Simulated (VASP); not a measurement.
# Tl12F (a cell with a defect) in VASP: single point with PBE

Aim: the single point of Tl12F (a cell with a defect) with PBE.

Everything below comes from runs of VASP 6.6.1. Logs are shortened: lines on timing, memory, paths and dates and some standing lists are left out, and cuts for length are marked.

### Step 1. The cell of the first run

The cell holds a defect, 13 atoms: a = 6.920 Å, b = 10.380 Å, c = 5.533 Å, α = 90.00°, β = 90.00°, γ = 120.00°.

### Step 2. Single point, PBE

File INCAR:

```
SYSTEM = Tl12F
ALGO = Normal
EDIFF = 1E-6
ENCUT = 520
GGA = PE
ISIF = 2
ISMEAR = -1
LASPH = .TRUE.
LCHARG = .FALSE.
LREAL = .FALSE.
LWAVE = .FALSE.
NBANDS = 94
NELM = 80
PREC = Accurate
SIGMA = 0.05
```

File KPOINTS:

```
k-points
0
G
  2 2 3
  0 0 0
```

File POSCAR:

```
Tl12F
1.0
    6.9200000000      0.0000000000      0.0000000000
   -5.1900000000      8.9893440000      0.0000000000
    0.0000000000      0.0000000000      5.5325400000
Tl F
12 1
Direct
    0.0277864923     -0.0035486460     -0.0757337498
    0.1312965114      0.2270466010      0.5244788108
   -0.0093683620      0.3770464230     -0.0591771591
    0.1359738771      0.5350557282      0.4689166278
    0.0267889017      0.7137339499      0.0714319282
    0.2432830023      0.9082309009      0.5442346553
    0.4646396174     -0.0524843637      0.0122547691
    0.6655604198      0.2497067639      0.4938961128
    0.4701525648      0.3069856933     -0.0108449284
    0.6839435816      0.5531771840      0.5115371963
    0.4968970203      0.6491574914     -0.0213645089
    0.6595821506      0.8685950832      0.5450118752
    0.8712046111      0.1265387107      0.1890813261
```

Potentials or basis: VASP PAW PBE potentials, release 64 (Tl_d, F).

Launch:

```sh
cat potpaw_PBE.64/Tl_d/POTCAR potpaw_PBE.64/F/POTCAR > POTCAR
mpirun -np 1 vasp_std > vasp.out
```

OUTCAR:

```text
SYSTEM = Tl12F
   EDIFF = 1E-6
   ENCUT = 520
   GGA = PE
   ISIF = 2
   ISMEAR = -1
   LASPH = .TRUE.
   LREAL = .FALSE.
   NELM = 80
   PREC = Accurate

 ion  position               nearest neighbor table
   1  0.028  0.996  0.924-  13 2.57   6 2.97   5 3.04  12 3.05   2 3.07   9 3.17   7 3.34  11 3.65
                             7 3.70   2 3.94   6 4.02  12 4.08   3 4.09
   2  0.131  0.227  0.524-  13 2.43   1 3.07   3 3.19   4 3.20   9 3.29   8 3.35  12 3.52   8 3.59
                             9 3.61  10 3.63   6 3.76   3 3.91   1 3.94
   3  0.991  0.377  0.941-  13 2.68   4 2.98   8 3.15   2 3.19  11 3.22   4 3.25   9 3.31   5 3.45
                             8 3.63   9 3.74   2 3.91   1 4.09   7 4.13
   4  0.136  0.535  0.469-   3 2.98   8 3.12   2 3.20   5 3.20  10 3.23   3 3.25  11 3.47  11 3.55
                            12 3.57   6 3.59  10 3.71   5 4.06
   5  0.027  0.714  0.071-   7 2.80   1 3.04   6 3.18   4 3.20  10 3.22  11 3.42   6 3.44   3 3.45
                            11 3.67  10 3.75   4 4.06   9 4.08
   6  0.243  0.908  0.544-   7 2.93   1 2.97  12 3.11   5 3.18   7 3.25   8 3.29   5 3.44   4 3.59
                             2 3.76  10 3.79  12 3.85   1 4.02
   7  0.465  0.948  0.012-  13 2.66   5 2.80   6 2.93  12 3.21  11 3.22   6 3.25   1 3.34  12 3.50
                             1 3.70   9 3.71   8 3.81   8 3.95   3 4.13
   8  0.666  0.250  0.494-  13 2.88  10 3.09   4 3.12   3 3.15   9 3.24   9 3.28   6 3.29   2 3.35
                             2 3.59   3 3.63   7 3.81  12 3.95   7 3.95
   9  0.470  0.307  0.989-   1 3.17   8 3.24   8 3.28   2 3.29   3 3.31  10 3.45  11 3.46   2 3.61
                            10 3.65   7 3.71   3 3.74   5 4.08
  10  0.684  0.553  0.512-   8 3.09   5 3.22   4 3.23  11 3.26  12 3.37   9 3.45  11 3.56   2 3.63
                             9 3.65   4 3.71   5 3.75   6 3.79
  11  0.497  0.649  0.979-  12 3.11   7 3.22   3 3.22  10 3.26   5 3.42   9 3.46   4 3.47   4 3.55
                            10 3.56   1 3.65   5 3.67  12 3.70
  12  0.660  0.869  0.545-   1 3.05  11 3.11   6 3.11   7 3.21  10 3.37   7 3.50   2 3.52   4 3.57
                            11 3.70   6 3.85   8 3.95   1 4.08
  13  0.871  0.127  0.189-   2 2.43   1 2.57   7 2.66   3 2.68   8 2.88

  LATTYP: Found a simple monoclinic cell.
 ALAT       =     6.9200000000
 B/A-ratio  =     0.7995000000
 C/A-ratio  =     1.3228756993
 COS(beta)  =    -0.1889822302

  Lattice vectors:

 A1 = (   6.9200000000,   0.0000000000,   0.0000000000)
 A2 = (   0.0000000000,   0.0000000000,   5.5325400000)
 A3 = (  -1.7300000000,  -8.9893440000,   0.0000000000)

Analysis of symmetry for initial positions (statically):
=====================================================================
 Subroutine PRICEL returns:
 Original cell was already a primitive cell.

 Routine SETGRP: Setting up the symmetry group for a
 simple monoclinic supercell.

 Subroutine GETGRP returns: Found  1 space group operations
 (whereof  1 operations were pure point group operations)
 out of a pool of  4 trial point group operations.

The static configuration has the point symmetry C_1 .

Analysis of symmetry for dynamics (positions and initial velocities):
=====================================================================
 Subroutine PRICEL returns:
 Original cell was already a primitive cell.

 Routine SETGRP: Setting up the symmetry group for a
 simple monoclinic supercell.

 Subroutine GETGRP returns: Found  1 space group operations
 (whereof  1 operations were pure point group operations)
 out of a pool of  4 trial point group operations.

The dynamic configuration has the point symmetry C_1 .

 Subroutine INISYM returns: Found  1 space group operations
 (whereof  1 operations are pure point group operations),
 and found     1 'primitive' translations

----------------------------------------------------------------------------------------

                                     Primitive cell

  volume of cell :     344.1586

  direct lattice vectors                    reciprocal lattice vectors
     6.920000000  0.000000000  0.000000000     0.144508671  0.083432117  0.000000000
    -5.190000000  8.989344000  0.000000000     0.000000000  0.111242823  0.000000000
     0.000000000  0.000000000  5.532540000     0.000000000  0.000000000  0.180748806

  length of vectors
     6.920000000 10.380000267  5.532540000     0.166864238  0.111242823  0.180748806

  position of ions in fractional coordinates (direct lattice)
     0.027786492  0.996451354  0.924266250
     0.131296511  0.227046601  0.524478811
     0.990631638  0.377046423  0.940822841
     0.135973877  0.535055728  0.468916628
     0.026788902  0.713733950  0.071431928
     0.243283002  0.908230901  0.544234655
     0.464639617  0.947515636  0.012254769
     0.665560420  0.249706764  0.493896113
     0.470152565  0.306985693  0.989155072
     0.683943582  0.553177184  0.511537196
     0.496897020  0.649157491  0.978635491
     0.659582151  0.868595083  0.545011875
     0.871204611  0.126538711  0.189081326

  ion indices of the primitive-cell ions
   primitive index   ion index
                 1           1
                 2           2
                 3           3
                 4           4
                 5           5
                 6           6
                 7           7
                 8           8
                 9           9
                10          10
                11          11
                12          12
                13          13

----------------------------------------------------------------------------------------

 KPOINTS: k-points

Automatic generation of k-mesh.
 Grid dimensions read from file:
 generate k-points for:    2    2    3

 Generating k-lattice:

  Cartesian coordinates                     Fractional coordinates (reciprocal lattice)
     0.072254335  0.041716058  0.000000000     0.500000000  0.000000000  0.000000000
     0.000000000  0.055621411  0.000000000     0.000000000  0.500000000  0.000000000
     0.000000000  0.000000000  0.060249602     0.000000000  0.000000000  0.333333333

  Length of vectors
     0.083432119  0.055621411  0.060249602

  Shift w.r.t. Gamma in fractional coordinates (k-lattice)
     0.000000000  0.000000000  0.000000000

 Subroutine IBZKPT returns following result:
 ===========================================

 Found      8 irreducible k-points:

 Following reciprocal coordinates:
            Coordinates               Weight
  0.000000  0.000000  0.000000      1.000000
  0.500000 -0.000000  0.000000      1.000000
  0.000000  0.500000  0.000000      1.000000
  0.500000  0.500000  0.000000      1.000000
  0.000000  0.000000  0.333333      2.000000
  0.500000 -0.000000  0.333333      2.000000
  0.000000  0.500000  0.333333      2.000000
  0.500000  0.500000  0.333333      2.000000
   k-points           NKPTS =      8   k-points in BZ     NKDIM =      8   number of bands    NBANDS=     94
   number of dos      NEDOS =    301   number of ions     NIONS =     13
   total plane-waves  NPLWV = 181440
   dimension x,y,z NGX =    54 NGY =   80 NGZ =   42
   dimension x,y,z NGXF=   108 NGYF=  160 NGZF=   84
   ions per type =              12   1
   NGX,Y,Z   is equivalent  to a cutoff of  12.97, 12.81, 12.62 a.u.
   NGXF,Y,Z  is equivalent  to a cutoff of  25.95, 25.63, 25.24 a.u.
 SYSTEM =  Tl12F
   PREC   = accura    normal or accurate (medium, high low for compatibility)
   ISTART =      0    job   : 0-new  1-cont  2-samecut
   ICHARG =      2    charge: 1-file 2-atom 10-const
   ISPIN  =      1    spin polarized calculation?
   LNONCOLLINEAR =      F non collinear calculations
   LSORBIT =      F    spin-orbit coupling
   LASPH  =      T    aspherical Exc in radial PAW
   ENCUT  =  520.0 eV  38.22 Ry    6.18 a.u.  12.87 19.30 10.29*2*pi/ulx,y,z
   NELM   =     80;   NELMIN=  2; NELMDL= -5     # of ELM steps
   EDIFF  = 0.1E-05   stopping-criterion for ELM
   LREAL  =      F    real-space projection
   EDIFFG = 0.1E-04   stopping-criterion for IOM
   NSW    =      0    number of steps for IOM
   IBRION =     -1    ionic relax: 0-MD 1-quasi-New 2-CG
   NFREE  =      0    steps in history (QN), initial steepest desc. (CG)
   ISIF   =      2    stress and relaxation
   ISYM   =      2    0-nonsym 1-usesym 2-fastsym
   POTIM  = 0.5000    time-step for ionic-motion
   TEBEG  =    0.0;   TEEND  =   0.0 temperature during run
   PSTRESS=    0.0 pullay stress
   NELECT =     163.0000    total number of electrons
   NUPDOWN=      -1.0000    fix difference up-down
   EMIN   =  10.00;   EMAX   =-10.00  energy-range for DOS
   EFERMI =   0.00;   METHOD = LEGACY
   ISMEAR =    -1;   SIGMA  =   0.05  broadening in eV -4-tet -1-fermi 0-gaus
   EFERMI_NEDOS =   21; number of points for ismear=-14 and -15
   IALGO  =     38    algorithm
   IMIX   =      4    mixing-type and parameters
     AMIX     =   0.40;   BMIX     =  1.00
     AMIX_MAG =   1.60;   BMIX_MAG =  1.00
  volume/ion in A,a.u.               =      26.47       178.65
  Fermi-wavevector in a.u.,A,eV,Ry     =   1.276099  2.411478 22.156128  1.628429
  Thomas-Fermi vector in A             =   2.408774
   LORBIT       =      0    0 simple, 1 ext, 2 COOP (PROOUT), +10 PAW based schemes
   GGA     = PE    functional components
   LHFCALC =     F    Hartree Fock is set to
   AEXX    =    0.0000 exact exchange contribution
   IVDW    =     0    specifies the selected vdW correction
   LEPSILON=     F    determine dielectric tensor
   LRPA    =     F    only Hartree local field effects (RPA)
 non-spin polarized calculation
  energy-cutoff  :      520.00
  volume of cell :      344.16
 maximum number of plane-waves:      9300
 NGX is ok and might be reduce to    54
   NGX = 25   NGY = 39   NGZ = 21

 number of electron     162.9999996 magnetization

 Free energy of the ion-electron system (eV)
  ---------------------------------------------------
  ext. energy  EPLUGINS =         0.00000000
  ---------------------------------------------------
  free energy    TOTEN  =       -28.69483541 eV

  energy without entropy =      -28.63872674  energy(sigma->0) =      -28.66678108

 E-fermi :   6.8164     XC(G=0): -10.2511

 val. band max:        6.8039922583   @ k =   0.0000   0.5000   0.3333
 cond. band min:       6.8380582797   @ k =   0.5000  -0.0000   0.3333
 fundamental gap:      0.0340660215
 Fermi energy:         6.8164004470

 k-point     1 :       0.0000    0.0000    0.0000
  band No.  band energies     occupation
      1     -16.4820      2.00000
      2      -5.6925      2.00000
      3      -5.5718      2.00000
      4      -5.4738      2.00000
      5      -5.4197      2.00000
      6      -5.4092      2.00000
[... 85 lines left out ...]
     92      10.0754      0.00000
     93      10.1995      0.00000

 k-point     2 :       0.5000   -0.0000    0.0000
  band No.  band energies     occupation
      1     -16.4819      2.00000
      2      -5.6771      2.00000
      3      -5.5582      2.00000
      4      -5.4840      2.00000
      5      -5.4158      2.00000
      6      -5.3851      2.00000
[... 565 lines left out ...]
     92      11.0210      0.00000
     93      11.2699      0.00000

 k-point     8 :       0.5000    0.5000    0.3333
  band No.  band energies     occupation
      1     -16.4814      2.00000
      2      -5.6806      2.00000
      3      -5.6400      2.00000
      4      -5.5060      2.00000
      5      -5.4431      2.00000
      6      -5.4178      2.00000
[... 85 lines left out ...]
     92       9.8420      0.00000
     93      10.1063      0.00000
 [bands above 93 left out]

------------------------ aborting loop because EDIFF is reached ----------------------------------------

  FORCE on cell =-STRESS in cart. coord.  units (eV):
  Direction    XX          YY          ZZ          XY          YZ          ZX
  --------------------------------------------------------------------------------------
  -------------------------------------------------------------------------------------
  Total       16.2019298     16.8176840     14.6937567      2.0074992     -1.0718667      0.4763048
  in kB       75.4255823     78.2921307     68.4045151      9.3456023     -4.9899098      2.2173633
  external PRESSURE =      74.0407427 kB  Pullay stress =       0.0000000 kB

 VOLUME and BASIS-vectors are now :
 -----------------------------------------------------------------------------
  energy-cutoff  :      520.00
  volume of cell :      344.16
      direct lattice vectors                 reciprocal lattice vectors
     6.920000000  0.000000000  0.000000000     0.144508671  0.083432117  0.000000000
    -5.190000000  8.989344000  0.000000000     0.000000000  0.111242823  0.000000000
     0.000000000  0.000000000  5.532540000     0.000000000  0.000000000  0.180748806

 POSITION                                       TOTAL-FORCE (eV/Angst)
 -----------------------------------------------------------------------------------
     -4.97930      8.95744      5.11354        -0.614825      0.335838      0.820725
     -0.26980      2.04100      2.90170         0.617321     -0.092148     -0.388192
      4.89830      3.38940      5.20514        -0.119723     -0.257472      1.001601
     -1.83600      4.80980      2.59430         0.626784      0.858328     -0.428376
     -3.51890      6.41600      0.39520        -1.025109     -1.446697      0.003488
     -3.03020      8.16440      3.01100        -0.424226     -0.089913     -1.164934
     -1.70230      8.51754      0.06780         1.203165      1.607395      0.566040
      3.30970      2.24470      2.73250        -0.268440     -0.988758     -0.361805
      1.66020      2.75960      5.47254         0.018582      0.177556      0.605256
      1.86190      4.97270      2.83010        -0.410631      0.363617     -0.152149
      0.06940      5.83550      5.41434         0.242561     -0.326268      0.478796
      0.05630      7.80810      3.01530         0.330726     -0.031889     -0.817450
      5.37200      1.13750      1.04610        -0.176185     -0.109588     -0.163000
 -----------------------------------------------------------------------------------
    total drift:                               -0.000381      0.000616     -0.000406

  FREE ENERGIE OF THE ION-ELECTRON SYSTEM (eV)
  ---------------------------------------------------
  free  energy   TOTEN  =       -28.6948354135 eV

  energy  without entropy=      -28.6387267439  energy(sigma->0) =      -28.66678108
```

Wall time 5.7 min (1 thread of Intel Xeon Platinum 8488C (Sapphire Rapids), shared host); peak memory 0.52 GiB.

Results:

```
Free energy            : -28.6948 eV
Pressure               : 7.4 GPa
Largest force          : 2.086 eV/Å
Band gap on the k mesh : zero (an odd number of electrons rules out a gap without spin polarisation)
```

Forces on the atoms (eV/Å):
```
Tl  -0.615  0.336  0.821
Tl   0.617 -0.092 -0.388
Tl  -0.120 -0.257  1.002
Tl   0.627  0.858 -0.428
Tl  -1.025 -1.447  0.003
Tl  -0.424 -0.090 -1.165
Tl   1.203  1.607  0.566
Tl  -0.268 -0.989 -0.362
Tl   0.019  0.178  0.605
Tl  -0.411  0.364 -0.152
Tl   0.243 -0.326  0.479
Tl   0.331 -0.032 -0.817
F   -0.176 -0.110 -0.163
```

Levels at points of the mesh, in eV from the Fermi level:
```tsv
k point	band 79	band 80	band 81	band 82	band 83	band 84	band 85	band 86
(0.00, 0.00, 0.00)	-0.92	-0.76	-0.50	-0.28	0.14	0.40	0.57	0.90
(0.50, 0.00, 0.00)	-1.08	-1.04	-0.92	-0.03	0.46	0.80	0.92	1.09
(0.00, 0.50, 0.00)	-0.99	-0.81	-0.52	-0.30	0.32	0.66	0.86	0.92
(0.50, 0.50, 0.00)	-0.90	-0.64	-0.42	-0.06	0.09	0.39	0.74	0.83
```

Caveat: the k points lie up to 0.46 Å⁻¹ apart, too coarse for converged energies and pressures of a metal; spin-orbit coupling is left out, which moves the levels of the heavy elements.

The gap in the log of VASP goes by the Fermi energy; the results here count the filled bands.